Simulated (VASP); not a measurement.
Ge:

```
CELL_PARAMETERS angstrom
1.39715 -2.60052 0.00000
1.39715 2.60052 0.00000
0.00000 0.00000 2.69823
ATOMIC_POSITIONS crystal
Ge 0.50000 0.50000 0.00000
```

Program: VASP 6.6.1. Alike in all runs: task single point; level LDA; potentials or basis VASP PAW LDA potentials, release 64 (Ge_d); no spin polarisation; cell as given; cutoff (eV) 520; smearing methfessel-paxton 0.1 eV. Hardware: 1 thread of AMD EPYC 7R13 Processor (Zen 3), with other jobs on the host.

Q: Order these runs on this cell by their wall time, lowest first.
A. k mesh 6 × 6 × 5
B. k mesh 9 × 9 × 8
C. k mesh 3 × 3 × 3

A: C (2.3 s), A (7.2 s), B (17 s).

Caveats: some runs use coarse meshes.
